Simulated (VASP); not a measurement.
# K (P6/mmm) in VASP: notebook, part 2 of 2

VASP 6.6.1.

## (3) Relaxation of cell and atoms, PBE, target pressure 2.5 GPa, at which the enthalpy is minimised

This run uses another cell than the first one, of the same volume but with other edges.

Input file INCAR:

```
SYSTEM = K
PREC = Accurate ; ENCUT = 600
EDIFF = 1E-6 ; ISMEAR = -1
SIGMA = 0.05 ; LREAL = .False.
LASPH = .True. ; NELM = 80
ALGO = Normal ; ISIF = 3
LWAVE = .False. ; LCHARG = .False.
GGA = PE ; IBRION = 2
NSW = 60 ; EDIFFG = -0.005
PSTRESS = 25.0
```

Input file KPOINTS:

```
Automatic mesh
0
Gamma
  6 6 8
  0 0 0
```

Input file POSCAR:

```
K
1.0
    6.6069947530      0.0000000000      0.0000000000
   -3.3034973765      5.7218252988      0.0000000000
    0.0000000000      0.0000000000      4.0963367469
K
3
Direct
    0.0000000000      0.0000000000      0.0000000000
    0.3333333333      0.6666666667      0.5000000000
    0.6666666667      0.3333333333      0.5000000000
```

Potentials or basis: VASP PAW PBE potentials, release 64 (K_sv).

Command:

```bash
$ cat potpaw_PBE.64/K_sv/POTCAR > POTCAR
$ mpirun -np 1 vasp_std > vasp.out
```

OUTCAR:

```text
SYSTEM = K
   PREC = Accurate
   ENCUT = 600
   EDIFF = 1E-6
   ISMEAR = -1
   LREAL = .False.
   LASPH = .True.
   NELM = 80
   ISIF = 3
   GGA = PE
   IBRION = 2
   NSW = 60
   EDIFFG = -0.005
   PSTRESS = 25.0

 ion  position               nearest neighbor table
   1  0.000  0.000  0.000-
   2  0.333  0.667  0.500-
   3  0.667  0.333  0.500-

  LATTYP: Found a hexagonal cell.
 ALAT       =     6.6069947530
 C/A-ratio  =     0.6200000000

  Lattice vectors:

 A1 = (   6.6069947530,   0.0000000000,   0.0000000000)
 A2 = (  -3.3034973765,   5.7218252988,   0.0000000000)
 A3 = (   0.0000000000,   0.0000000000,   4.0963367469)

Analysis of symmetry for initial positions (statically):
=====================================================================
 Subroutine PRICEL returns:
 Original cell was already a primitive cell.

 Routine SETGRP: Setting up the symmetry group for a
 hexagonal supercell.

 Subroutine GETGRP returns: Found 24 space group operations
 (whereof 24 operations were pure point group operations)
 out of a pool of 24 trial point group operations.

The static configuration has the point symmetry D_6h.

Analysis of symmetry for dynamics (positions and initial velocities):
=====================================================================
 Subroutine PRICEL returns:
 Original cell was already a primitive cell.

 Routine SETGRP: Setting up the symmetry group for a
 hexagonal supercell.

 Subroutine GETGRP returns: Found 24 space group operations
 (whereof 24 operations were pure point group operations)
 out of a pool of 24 trial point group operations.

The dynamic configuration has the point symmetry D_6h.

[... 122 lines left out ...]
  Fermi-wavevector in a.u.,A,eV,Ry     =   0.914572  1.728291 11.380490  0.836442
  Thomas-Fermi vector in A             =   2.039214
   LORBIT       =      0    0 simple, 1 ext, 2 COOP (PROOUT), +10 PAW based schemes
   GGA     = PE    functional components
   LHFCALC =     F    Hartree Fock is set to
   AEXX    =    0.0000 exact exchange contribution
   IVDW    =     0    specifies the selected vdW correction
   LEPSILON=     F    determine dielectric tensor
   LRPA    =     F    only Hartree local field effects (RPA)
 conjugate gradient relaxation of ions
 non-spin polarized calculation
  energy-cutoff  :      600.00
  volume of cell :      154.86
 maximum number of plane-waves:      5207
 NGX is ok and might be reduce to    54

--------------------------------------- Ionic step        1  -------------------------------------------

 number of electron      26.9999999 magnetization

 Free energy of the ion-electron system (eV)
  ---------------------------------------------------
  ext. energy  EPLUGINS =         0.00000000
  ---------------------------------------------------
  free energy    TOTEN  =        -2.71304880 eV

  energy without entropy =       -2.69456086  energy(sigma->0) =       -2.70380483

------------------------ aborting loop because EDIFF is reached ----------------------------------------

  FORCE on cell =-STRESS in cart. coord.  units (eV):
  Direction    XX          YY          ZZ          XY          YZ          ZX
  --------------------------------------------------------------------------------------
  -------------------------------------------------------------------------------------
  Total        2.5778181      2.5778181      2.1456299      0.0000000      0.0000000      0.0000000
  in kB       26.6703459     26.6703459     22.1988867      0.0000000      0.0000000      0.0000000
  external PRESSURE =       0.1798595 kB  Pullay stress =      25.0000000 kB
[... 221 lines left out ...]
--------------------------------------- Ionic step        7  -------------------------------------------

 number of electron      26.9999999 magnetization

 Free energy of the ion-electron system (eV)
  ---------------------------------------------------
  ext. energy  EPLUGINS =         0.00000000
  ---------------------------------------------------
  free energy    TOTEN  =        -2.72259238 eV

  energy without entropy =       -2.70582175  energy(sigma->0) =       -2.71420707

 E-fermi :   0.8555     XC(G=0):  -6.5827

 val. band max:        0.8193377663   @ k =   0.1667   0.1667   0.0000
 cond. band min:       0.8554895005   @ k =   0.1667   0.1667   0.0000
 fundamental gap:      0.0361517342
 Fermi energy:         0.8554729249

 k-point     1 :       0.0000    0.0000    0.0000
  band No.  band energies     occupation
      1     -31.2519      2.00000
      2     -31.2274      2.00000
      3     -31.0956      2.00000
      4     -14.8294      2.00000
      5     -14.8294      2.00000
      6     -14.7086      2.00000
[... 457 lines left out ...]
      4     -14.8203      2.00000
      5     -14.8188      2.00000
      6     -14.7956      2.00000
[... 9 lines left out ...]
     16       2.1097      0.00000
     17       2.4403      0.00000

 [... further k-points ...]

------------------------ aborting loop because EDIFF is reached ----------------------------------------

  FORCE on cell =-STRESS in cart. coord.  units (eV):
  Direction    XX          YY          ZZ          XY          YZ          ZX
  --------------------------------------------------------------------------------------
  -------------------------------------------------------------------------------------
  Total        2.4240640      2.4240640      2.4215002      0.0000000      0.0000000      0.0000000
  in kB       25.0547799     25.0547799     25.0282801      0.0000000      0.0000000      0.0000000
  external PRESSURE =       0.0459466 kB  Pullay stress =      25.0000000 kB
[... 22 lines left out ...]
  energy  without entropy=       -2.7058217513  energy(sigma->0) =       -2.71420707

  enthalpy is  TOTEN    =        -0.3038283428 eV   P V=        2.4187640397

 reached required accuracy - stopping structural energy minimisation
```

OSZICAR:

```text
N       E                     dE             d eps       ncg     rms          rms(c)
DAV:   1     0.209663233023E+03    0.20966E+03   -0.12747E+04  1190   0.148E+03
DAV:   2     0.109645500737E+02   -0.19870E+03   -0.19639E+03  1355   0.385E+02
DAV:   3    -0.213079468267E+01   -0.13095E+02   -0.12902E+02  2068   0.791E+01
[... 52 lines left out ...]
DAV:   4    -0.272256213195E+01   -0.24239E-04   -0.27903E-04  1953   0.591E-02    0.464E-02
DAV:   5    -0.272258790301E+01   -0.25771E-04   -0.13883E-04  2165   0.626E-02    0.101E-02
DAV:   6    -0.272259031212E+01   -0.24091E-05   -0.37574E-06  1140   0.875E-03    0.574E-03
DAV:   7    -0.272259223396E+01   -0.19218E-05   -0.24869E-07   660   0.518E-03    0.622E-04
DAV:   8    -0.272259238253E+01   -0.14857E-06   -0.39976E-08   598   0.191E-03
   7 F= -.30382834E+00 E0= -.29544303E+00  d E =-.727651E-04
```

CONTCAR:

```text
K
   1.00000000000000
     6.7148906947316842    0.0000000000000000    0.0000000000000000
    -3.3574453473658421    5.8152659253312367    0.0000000000000000
     0.0000000000000000    0.0000000000000000    3.9696804644243784
  K
     3
Direct
     1.0000000000000000    1.0000000000000000    0.0000000000000000
     0.3333333332999970    0.6666666667000030    0.5000000000000000
     0.6666666667000030    0.3333333332999970    0.5000000000000000

  0.00000000E+00  0.00000000E+00  0.00000000E+00
  0.00000000E+00  0.00000000E+00  0.00000000E+00
  0.00000000E+00  0.00000000E+00  0.00000000E+00
```

It took 11 min on 1 thread of Oxide Virtual Turin-like, shared host; peak memory 0.34 GiB.

What came out:

- Free energy: -2.7226 eV
- Relaxed volume: 51.67 Å³/atom
- Relaxed cell: a = 6.715 Å, b = 6.715 Å, c = 3.970 Å, α = 90.00°, β = 90.00°, γ = 120.00°
- Space group after relaxing (to 0.05 Å): P6/mmm (No. 191)
- Energy change on relaxing (the enthalpy is what falls): -3.2 meV/atom
- Ionic steps: 7
- Pressure after relaxing: 2.5 GPa

The path:
```tsv
step	energy change (eV)	largest force (eV/Å)	pressure (GPa)	volume (Å³)
1	0.0000	0.0000	2.52	154.86
2	-0.0039	0.0000	2.51	154.99
3	-0.0134	0.0000	2.48	155.34
4	-0.0218	0.0000	2.44	155.91
5	-0.0191	0.0000	2.46	155.63
6	-0.0189	0.0000	2.46	155.62
7	-0.0095	0.0000	2.50	155.01
```

Final structure:
```
K
1.0
     6.71489    0.00000    0.00000
    -3.35745    5.81527    0.00000
     0.00000    0.00000    3.96968
K
3
Direct
  0.00000 0.00000 0.00000
  0.33333 0.66667 0.50000
  0.66667 0.33333 0.50000
```

Levels at points of the mesh, in eV from the Fermi level:
| k point | band 11 | band 12 | band 13 | band 14 | band 15 | band 16 |
| --- | --- | --- | --- | --- | --- | --- |
| (0.00, 0.00, 0.00) | -15.42 | -15.38 | -2.72 | 1.23 | 1.23 | 1.24 |
| (0.50, 0.00, 0.00) | -15.44 | -15.38 | -1.44 | -1.43 | 0.30 | 0.85 |
| (0.00, 0.00, 0.50) | -15.43 | -15.43 | -0.21 | -0.13 | 1.50 | 1.50 |
| (0.50, 0.00, 0.50) | -15.43 | -15.42 | 0.38 | 0.59 | 0.79 | 1.01 |

Caveat: the cell is relaxed towards a set pressure, so the enthalpy falls and the energy may rise.
